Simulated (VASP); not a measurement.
CoSi (WC type): single point with PBE

CoSi (WC type):

```
Co Si
1.0
     2.22813    0.00000    0.00000
    -1.11406    1.92962    0.00000
     0.00000    0.00000    3.19674
Co Si
1 1
Direct
  0.00000 0.00000 0.00000
  0.33333 0.66667 0.50000
```

```yaml
Program: VASP 6.6.1
Task: single point
Functional: PBE
Potentials_or_basis: VASP PAW PBE potentials, release 64 (Co_sv, Si)
Cutoff: 690 eV
k_mesh: 16 × 16 × 14
Occupations: fermi-dirac, width 0.05 eV
Spin: no spin polarisation
```

* Pressure: 285.8 GPa
* Band gap on the k mesh: zero (an odd number of electrons rules out a gap without spin polarisation)

Stress tensor (GPa, compression positive):
```
285.45   0.00   0.00
  0.00 285.45   0.00
  0.00   0.00 286.57
```

Levels at points of the mesh, in eV from the Fermi level:
```tsv
k point	band 7	band 8	band 9	band 10	band 11	band 12	band 13	band 14	band 15	band 16
(0.00, 0.00, 0.00)	-5.30	-3.46	-3.46	-1.85	-1.85	4.15	14.23	14.23	18.85	18.85
(0.50, 0.00, 0.00)	-7.52	-6.79	-2.84	0.16	1.62	3.75	6.19	8.24	10.51	13.61
(0.00, 0.00, 0.50)	-5.05	-3.44	-3.44	-2.13	-2.13	9.63	15.56	15.56	18.98	18.98
(0.50, 0.00, 0.50)	-7.70	-3.70	-3.28	-3.26	0.16	1.22	5.48	10.32	11.99	14.67
```

It took 38 s on 1 thread of AMD EPYC 9R45 96-Core Processor (Zen 5), on a shared host, peak memory 0.17 GiB.

Caveat: the cell stands under pressure; an odd number of electrons without spin polarisation forces a metal; a magnetic or distorted state may lie lower. Spin polarisation is off, so any magnetic state and its effect on volume and gap are missing.
